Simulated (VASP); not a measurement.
A run of VASP 6.6.1 is set up as follows.

File INCAR:

```
  PREC = Accurate
  ENCUT = 600
  EDIFF = 1E-6
  ISMEAR = 0
  SIGMA = 0.05
  LREAL = False
  LASPH = True
  NELM = 120
  ALGO = Normal
  ISIF = 2
  LWAVE = False
  LCHARG = False
  NBANDS = 11
  GGA_COMPAT = False
```

File KPOINTS:

```
regular mesh
0
Gamma
  12 12 12
```

File POSCAR:

```
BN
1.0
    0.0000000000      3.2892181283      2.4460438784
    1.1778309010      0.0000000000      2.4460438784
    1.1778309010      3.2892181283      0.0000000000
B N
1 1
Direct
    0.0000486500      0.0000486500      0.9999513500
    0.6666513400      0.6666513400      0.3333486600
```

Potentials or basis: VASP PAW LDA potentials, release 64 (B, N).

Command:

```bash
$ cat potpaw_LDA.64/B/POTCAR potpaw_LDA.64/N/POTCAR > POTCAR
$ mpirun -np 1 vasp_std > vasp.out
```

**Question.** What does it give for the pressure?

**Answer.** -17.2 GPa.

**Question.** What does it give for the band gap on the k mesh?

**Answer.** 2.44 eV (least direct gap 4.30 eV).

**Question.** Estimate the largest force.

**Answer.** 0.243 eV/Å.

Forces in eV/Å, atoms in the order of the input:
```
B    0.000  0.000 -0.243
N    0.000  0.000  0.243
```

Caveat: the cell stands under tension. A k mesh can miss the band edges.
